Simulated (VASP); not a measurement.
# Li in VASP: relaxation of the atoms with r2SCAN

Aim: the relaxation of the atoms of Li with r2SCAN.

All numbers are computed with VASP 6.6.1; they aren't measurements. Logs are shortened: lines on timing, memory, paths and dates and some standing lists are left out, and cuts for length are marked.

## (1) The cell of the first run

The cell holds a slab with vacuum, 4 atoms: a = 3.093 Å, b = 3.093 Å, c = 24.596 Å, α = 90.00°, β = 90.00°, γ = 120.00°.

## (2) Relaxation of the atoms, r2SCAN

POSCAR reads:

```
Li
1.0
    3.0926129057      0.0000000000      0.0000000000
   -1.5463064529      2.6782813404      0.0000000000
    0.0000000000      0.0000000000     24.5962151022
Li
4
Selective dynamics
Direct
    0.6666666667      0.3333333333      0.3455816257  F F F
    0.3333333333      0.6666666667      0.4485272086  F F F
    0.6666666667      0.3333333333      0.5514727914  T T T
    0.3333333333      0.6666666667      0.6544183743  T T T
```

INCAR.step1 reads:

```
SYSTEM = Li
PREC = Accurate
ENCUT = 520
ISMEAR = 0
SIGMA = 0.1
LREAL = .FALSE.
LASPH = .TRUE.
NELM = 100
LDIPOL = .TRUE.
IDIPOL = 3
DIPOL = 0.5 0.5 0.500
GGA = PE
ALGO = Normal
EDIFF = 1E-4
LWAVE = .TRUE.
LCHARG = .FALSE.
```

INCAR.step2 reads:

```
SYSTEM = Li
PREC = Accurate
ENCUT = 520
EDIFF = 1E-6
ISMEAR = 0
SIGMA = 0.1
LREAL = .FALSE.
LASPH = .TRUE.
NELM = 100
ALGO = Normal
ISIF = 2
LWAVE = .FALSE.
LCHARG = .FALSE.
LDIPOL = .TRUE.
IDIPOL = 3
DIPOL = 0.5 0.5 0.500
METAGGA = R2SCAN
LMIXTAU = .TRUE.
IBRION = 2
NSW = 90
EDIFFG = -0.03
ISTART = 1
```

KPOINTS reads:

```
Automatic mesh
0
G
  9 9 1
  0 0 0
```

Potentials or basis: VASP PAW PBE potentials, release 64 (Li_sv).

Run with:

```bash
> cat potpaw_PBE.64/Li_sv/POTCAR > POTCAR
> cp INCAR.step1 INCAR
> mpirun -np 1 vasp_std > vasp.out
> cp INCAR.step2 INCAR
> mpirun -np 1 vasp_std > vasp.out
```

OUTCAR:

```text
SYSTEM = Li
   PREC = Accurate
   ENCUT = 520
   EDIFF = 1E-6
   ISMEAR = 0
   LREAL = .FALSE.
   LASPH = .TRUE.
   NELM = 100
   ISIF = 2
   METAGGA = R2SCAN
   IBRION = 2
   NSW = 90
   EDIFFG = -0.03
   ISTART = 1

 ion  position               nearest neighbor table
   1  0.667  0.333  0.346-
   2  0.333  0.667  0.449-
   3  0.667  0.333  0.551-
   4  0.333  0.667  0.654-

  LATTYP: Found a hexagonal cell.
 ALAT       =     3.0926129057
 C/A-ratio  =     7.9532149196

  Lattice vectors:

 A1 = (   3.0926129057,   0.0000000000,   0.0000000000)
 A2 = (  -1.5463064529,   2.6782813404,   0.0000000000)
 A3 = (   0.0000000000,   0.0000000000,  24.5962151022)

Analysis of symmetry for initial positions (statically):
=====================================================================
 Subroutine PRICEL returns:
 Original cell was already a primitive cell.

 Routine SETGRP: Setting up the symmetry group for a
 hexagonal supercell.

 Subroutine GETGRP returns: Found 12 space group operations
 (whereof 12 operations were pure point group operations)
 out of a pool of 24 trial point group operations.

The static configuration has the point symmetry D_3d.

Analysis of symmetry for dynamics (positions and initial velocities):
=====================================================================
 Subroutine PRICEL returns:
 Original cell was already a primitive cell.

 Routine SETGRP: Setting up the symmetry group for a
 hexagonal supercell.

 Subroutine GETGRP returns: Found 12 space group operations
 (whereof 12 operations were pure point group operations)
 out of a pool of 24 trial point group operations.

The dynamic configuration has the point symmetry D_3d.

Analysis of constrained symmetry for selective dynamics:
=====================================================================
 Subroutine PRICEL returns:
 Original cell was already a primitive cell.

 Routine SETGRP: Setting up the symmetry group for a
 hexagonal supercell.

 Subroutine GETGRP returns: Found  6 space group operations
 (whereof  6 operations were pure point group operations)
 out of a pool of 24 trial point group operations.

The constrained configuration has the point symmetry C_3v.

 Subroutine INISYM returns: Found  6 space group operations
 (whereof  6 operations are pure point group operations),
 and found     1 'primitive' translations

----------------------------------------------------------------------------------------

                                     Primitive cell

  volume of cell :     203.7277

  direct lattice vectors                    reciprocal lattice vectors
     3.092612906  0.000000000  0.000000000     0.323351170  0.186686885  0.000000000
    -1.546306453  2.678281340  0.000000000     0.000000000  0.373373770  0.000000000
     0.000000000  0.000000000 24.596215102     0.000000000  0.000000000  0.040656662

  length of vectors
     3.092612906  3.092612906 24.596215102     0.373373770  0.373373770  0.040656662

  position of ions in fractional coordinates (direct lattice)
     0.666666667  0.333333333  0.345581626
     0.333333333  0.666666667  0.448527209
     0.666666667  0.333333333  0.551472791
     0.333333333  0.666666667  0.654418374

  ion indices of the primitive-cell ions
   primitive index   ion index
                 1           1
                 2           2
                 3           3
                 4           4

----------------------------------------------------------------------------------------

 KPOINTS: Automatic mesh

Automatic generation of k-mesh.
 Grid dimensions read from file:
 generate k-points for:    9    9    1

 Generating k-lattice:

  Cartesian coordinates                     Fractional coordinates (reciprocal lattice)
     0.035927908  0.020742987  0.000000000     0.111111111 -0.000000000  0.000000000
     0.000000000  0.041485974  0.000000000     0.000000000  0.111111111  0.000000000
     0.000000000  0.000000000  0.040656662     0.000000000  0.000000000  1.000000000

  Length of vectors
     0.041485974  0.041485974  0.040656662

  Shift w.r.t. Gamma in fractional coordinates (k-lattice)
     0.000000000  0.000000000  0.000000000

 Subroutine IBZKPT returns following result:
 ===========================================

 Found     12 irreducible k-points:

 Following reciprocal coordinates:
            Coordinates               Weight
  0.000000  0.000000  0.000000      1.000000
  0.111111 -0.000000  0.000000      6.000000
  0.222222  0.000000  0.000000      6.000000
  0.333333  0.000000  0.000000      6.000000
  0.444444  0.000000  0.000000      6.000000
  0.111111  0.111111  0.000000      6.000000
  0.222222  0.111111  0.000000     12.000000
  0.333333  0.111111  0.000000     12.000000
  0.444444  0.111111  0.000000      6.000000
  0.222222  0.222222  0.000000      6.000000
  0.333333  0.222222  0.000000     12.000000
  0.333333  0.333333  0.000000      2.000000
   k-points           NKPTS =     12   k-points in BZ     NKDIM =     12   number of bands    NBANDS=     10
   number of dos      NEDOS =    301   number of ions     NIONS =      4
   total plane-waves  NPLWV = 110592
   dimension x,y,z NGX =    24 NGY =   24 NGZ =  192
   dimension x,y,z NGXF=    48 NGYF=   48 NGZF=  384
   ions per type =               4
   NGX,Y,Z   is equivalent  to a cutoff of  12.90, 12.90, 12.98 a.u.
   NGXF,Y,Z  is equivalent  to a cutoff of  25.80, 25.80, 25.95 a.u.
 SYSTEM =  Li
   PREC   = accura    normal or accurate (medium, high low for compatibility)
   ISTART =      1    job   : 0-new  1-cont  2-samecut
   ICHARG =      0    charge: 1-file 2-atom 10-const
   ISPIN  =      1    spin polarized calculation?
   LNONCOLLINEAR =      F non collinear calculations
   LSORBIT =      F    spin-orbit coupling
   LASPH  =      T    aspherical Exc in radial PAW
   ENCUT  =  520.0 eV  38.22 Ry    6.18 a.u.   5.75  5.75 45.73*2*pi/ulx,y,z
   NELM   =    100;   NELMIN=  2; NELMDL=  0     # of ELM steps
   EDIFF  = 0.1E-05   stopping-criterion for ELM
   LREAL  =      F    real-space projection
   EDIFFG = -.3E-01   stopping-criterion for IOM
   NSW    =     90    number of steps for IOM
   IBRION =      2    ionic relax: 0-MD 1-quasi-New 2-CG
   NFREE  =      1    steps in history (QN), initial steepest desc. (CG)
   ISIF   =      2    stress and relaxation
   ISYM   =      2    0-nonsym 1-usesym 2-fastsym
   POTIM  = 0.5000    time-step for ionic-motion
   TEBEG  =    0.0;   TEEND  =   0.0 temperature during run
   PSTRESS=    0.0 pullay stress
   NELECT =      12.0000    total number of electrons
   NUPDOWN=      -1.0000    fix difference up-down
   EMIN   =  10.00;   EMAX   =-10.00  energy-range for DOS
   EFERMI =   0.00;   METHOD = LEGACY
   ISMEAR =     0;   SIGMA  =   0.10  broadening in eV -4-tet -1-fermi 0-gaus
   EFERMI_NEDOS =   21; number of points for ismear=-14 and -15
   IALGO  =     38    algorithm
   IMIX   =      4    mixing-type and parameters
     AMIX     =   0.40;   BMIX     =  1.00
     AMIX_MAG =   1.60;   BMIX_MAG =  1.00
  volume/ion in A,a.u.               =      50.93       343.71
  Fermi-wavevector in a.u.,A,eV,Ry     =   0.636969  1.203698  5.520292  0.405730
  Thomas-Fermi vector in A             =   1.701818
   LORBIT       =      0    0 simple, 1 ext, 2 COOP (PROOUT), +10 PAW based schemes
   METAGGA = R2SCAN    functional components
   LHFCALC =     F    Hartree Fock is set to
   AEXX    =    0.0000 exact exchange contribution
   IVDW    =     0    specifies the selected vdW correction
   LEPSILON=     F    determine dielectric tensor
   LRPA    =     F    only Hartree local field effects (RPA)
 conjugate gradient relaxation of ions
 non-spin polarized calculation
 Gauss-broadening in eV      SIGMA  =   0.10
  energy-cutoff  :      520.00
  volume of cell :      203.73
 maximum number of plane-waves:      5506
 NGX is ok and might be reduce to    24
   NGX = 11   NGY = 11   NGZ = 91

--------------------------------------- Ionic step        1  -------------------------------------------

 number of electron      11.9999975 magnetization

 Free energy of the ion-electron system (eV)
  ---------------------------------------------------
  ext. energy  EPLUGINS =         0.00000000
  ---------------------------------------------------
  free energy    TOTEN  =        -9.01089105 eV

  energy without entropy =       -9.00443875  energy(sigma->0) =       -9.00766490

------------------------ aborting loop because EDIFF is reached ----------------------------------------

 vacuum level on the upper side and lower side of the slab       (xc-potential included)        -0.001        -0.001

  FORCE on cell =-STRESS in cart. coord.  units (eV):
  Direction    XX          YY          ZZ          XY          YZ          ZX
  --------------------------------------------------------------------------------------
  -------------------------------------------------------------------------------------
  Total       -0.0118470     -0.0118470     -0.4149822      0.0000000      0.0000000      0.0000000
  in kB       -0.0931686     -0.0931686     -3.2635482      0.0000000      0.0000000      0.0000000
  external PRESSURE =      -1.1499618 kB  Pullay stress =       0.0000000 kB
[... 59 lines left out ...]
  FREE ENERGIE OF THE ION-ELECTRON SYSTEM (eV)
  ---------------------------------------------------
  free  energy   TOTEN  =        -9.0122994419 eV

  energy  without entropy=       -9.0057961284  energy(sigma->0) =       -9.00904779

 dipolmoment           0.000000      0.000000      0.000047 electrons x Angstroem

--------------------------------------- Ionic step        3  -------------------------------------------

 number of electron      11.9999973 magnetization

------------------------ aborting loop because EDIFF is reached ----------------------------------------

  FORCE on cell =-STRESS in cart. coord.  units (eV):
  Direction    XX          YY          ZZ          XY          YZ          ZX
  --------------------------------------------------------------------------------------
  -------------------------------------------------------------------------------------
  Total        0.0613270      0.0613270     -0.3852660     -0.0000000     -0.0000000      0.0000000
  in kB        0.4822946      0.4822946     -3.0298510     -0.0000000     -0.0000000      0.0000000
  external PRESSURE =      -0.6884206 kB  Pullay stress =       0.0000000 kB
[... 23 lines left out ...]
  energy  without entropy=       -9.0088062744  energy(sigma->0) =       -9.01214298

--------------------------------------- Ionic step        4  -------------------------------------------

 number of electron      11.9999973 magnetization

 dipolmoment           0.000000      0.000000     -0.001345 electrons x Angstroem

 Free energy of the ion-electron system (eV)
  ---------------------------------------------------
  ext. energy  EPLUGINS =         0.00000000
  ---------------------------------------------------
  free energy    TOTEN  =        -9.01557404 eV

  energy without entropy =       -9.00886507  energy(sigma->0) =       -9.01221955

 E-fermi :  -1.5387     XC(G=0):  -3.6304

 val. band max:       -1.6582051269   @ k =   0.3333   0.0000   0.0000
 cond. band min:      -1.4932277882   @ k =   0.4444   0.0000   0.0000
 fundamental gap:      0.1649773387
 Fermi energy:        -1.5386744282

 k-point     1 :       0.0000    0.0000    0.0000
  band No.  band energies     occupation
      1     -50.1398      2.00000
      2     -50.1092      2.00000
      3     -49.8768      2.00000
      4     -49.8612      2.00000
      5      -5.2603      2.00000
      6      -4.6472      2.00000
      7      -3.5444      2.00000
      8      -2.1499      2.00000
      9      -1.4735      0.35646
     10       1.4989      0.00000
[... 174 lines left out ...]
  FREE ENERGIE OF THE ION-ELECTRON SYSTEM (eV)
  ---------------------------------------------------
  free  energy   TOTEN  =        -9.0155740394 eV

  energy  without entropy=       -9.0088650666  energy(sigma->0) =       -9.01221955

 reached required accuracy - stopping structural energy minimisation

 vacuum level on the upper side and lower side of the slab         1.707         1.742
```

Wall time 11 min (1 thread of Intel Xeon 6975P-C (Granite Rapids), shared host); peak memory 0.35 GiB.

What came out:

| Item | Value |
| --- | --- |
| Free energy | -9.0156 eV |
| Energy gained by relaxing | 1.2 meV/atom |
| Ionic steps | 4 |
| Band gap on the k mesh | zero (bands 6 and 7 overlap by 4.19 eV) |

Step by step:
```csv
step,energy change (eV),largest force on free atoms (eV/Å),pressure (GPa)
1,0.0000,0.1314,-0.11
2,-0.0014,0.1166,-0.09
3,-0.0046,0.0375,-0.07
4,-0.0047,0.0213,-0.06
```

Final structure:
```xyz
4
Lattice="3.0926 0.0000 0.0000 -1.5463 2.6783 0.0000 0.0000 0.0000 24.5962" Properties=species:S:1:pos:R:3 pbc="T T T"
Li    1.5463    0.8928    8.5000
Li    0.0000    1.7855   11.0321
Li    1.5463    0.8928   13.5928
Li    0.0000    1.7855   16.0720
```

Caveat: the cutoff is under 1.25 times the usual one of these potentials, so pressure, stress and relaxed cells hold a basis-set (Pulay) error; the PAW data sets were made with another functional, which shifts forces and pressure a little.
